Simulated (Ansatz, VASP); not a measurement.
**Al2O3 in VASP and in Ansatz**

Contents of INCAR:

```
SYSTEM = Al2O3
PREC = Accurate
ENCUT = 520
EDIFF = 1E-6
ISMEAR = -1
SIGMA = 0.05
LREAL = .False.
LASPH = .True.
NELM = 80
ALGO = Normal
ISIF = 2
LWAVE = .False.
LCHARG = .False.
GGA = PS
NBANDS = 20
```

KPOINTS

```
Automatic mesh
0
Gamma
  10 10 4
  0 0 0
```

File POSCAR:

```
Al2O3
1.0
    2.9767007536      0.0000000000      0.0000000000
   -1.4883503768      2.5778984721      0.0000000000
    0.0000000000      0.0000000000      7.4722635069
Al O
2 3
Direct
    0.0000000000      0.0000000000      0.7220490000
    0.0000000000      0.0000000000      0.2779510000
    0.0000000000      0.0000000000      0.5000000000
    0.6666666667      0.3333333333      0.8005460000
    0.3333333333      0.6666666667      0.1994540000
```

The input input.yaml:

```yaml
crystal:
  lattice:
    - [2.9767007536, 0.0, 0.0]
    - [-1.4883503768, 2.5778984721, 0.0]
    - [0.0, 0.0, 7.4722635069]
  atoms:
    - { symbol: Al, position: [0.0, 0.0, 0.722049] }
    - { symbol: Al, position: [0.0, 0.0, 0.277951] }
    - { symbol: O, position: [0.0, 0.0, 0.5] }
    - { symbol: O, position: [0.6666666667, 0.3333333333, 0.800546] }
    - { symbol: O, position: [0.3333333333, 0.6666666667, 0.199454] }
kpoints:
  mp_grid: { grid: [10, 10, 4] }
scf:
  occupations: { method: fermi_dirac, width: 0.05 }
hamiltonian:
  xc: pbesol
  pseudopotentials: { kind: all_electron, lapw: { basis_error: 0.002 } }
output:
  forces: true
  stress: true
  eigenvalues: true
```

Change from the starting cell: volume scaled by 0.96.

Alike in both runs: task single point; functional PBEsol; k mesh 10 × 10 × 4; occupations fermi-dirac, width 0.05 eV; no spin polarisation.

|  | VASP | Ansatz |
| --- | --- | --- |
| version | VASP 6.6.1 | Ansatz 0.2.0 |
| potentials or method | VASP PAW PBE potentials, release 64 (Al, O), cutoff 520 eV | all-electron LAPW, scalar-relativistic |

Ansatz gave:

- gap on the k mesh at the Fermi level (eV): 2.53
- least direct gap on the mesh (eV): 2.53
- pressure (GPa): 3.1
- traceless stress, the component that is largest in VASP (GPa): 1.78
- rms of the force components (eV/Å): 0.103

Question: Estimate VASP's values.

Answer: gap on the k mesh at the Fermi level (eV): 2.48; least direct gap on the mesh (eV): 2.48; pressure (GPa): 3.4; traceless stress, the component that is largest in VASP (GPa): 2.13; rms of the force components (eV/Å): 0.127.

VASP's potentials were made for PBE, not for PBEsol. Atom by atom the forces differ by 0.025 eV/Å (rms over components). Ansatz ran all-electron here, and VASP with PAW potentials.
